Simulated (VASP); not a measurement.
A run of VASP 6.6.1 is set up as follows.

File INCAR:

```
PREC = Accurate
ENCUT = 520
EDIFF = 1E-7
ISMEAR = 0
SIGMA = 0.05
LREAL = F
LASPH = T
NELM = 80
ALGO = Normal
ISIF = 2
LWAVE = F
LCHARG = T
GGA = PS
LELF = T
LVHAR = T
NBANDS = 13
```

KPOINTS

```
Automatic mesh
0
Gamma
  18 18 18
```

The input POSCAR:

```
W
1.0
   -1.5738034095      1.5738034095      1.5738034095
    1.5738034095     -1.5738034095      1.5738034095
    1.5738034095      1.5738034095     -1.5738034095
W
1
Direct
    0.0000000000      0.0000000000      0.0000000000
```

Potentials or basis: VASP PAW PBE potentials, release 64 (W_sv).

The run is started by

```bash
$ cat potpaw_PBE.64/W_sv/POTCAR > POTCAR
$ mpirun -np 1 vasp_std > vasp.out
```

(1) Estimate the band gap on the k mesh.

(2) Estimate the pressure.

Answers

(1) zero (bands 7 and 8 overlap by 6.56 eV).

(2) 2.8 GPa.

Caveat: the PAW data sets were made with another functional, which shifts forces and pressure a little; spin-orbit coupling is left out, which moves the levels of the heavy elements.
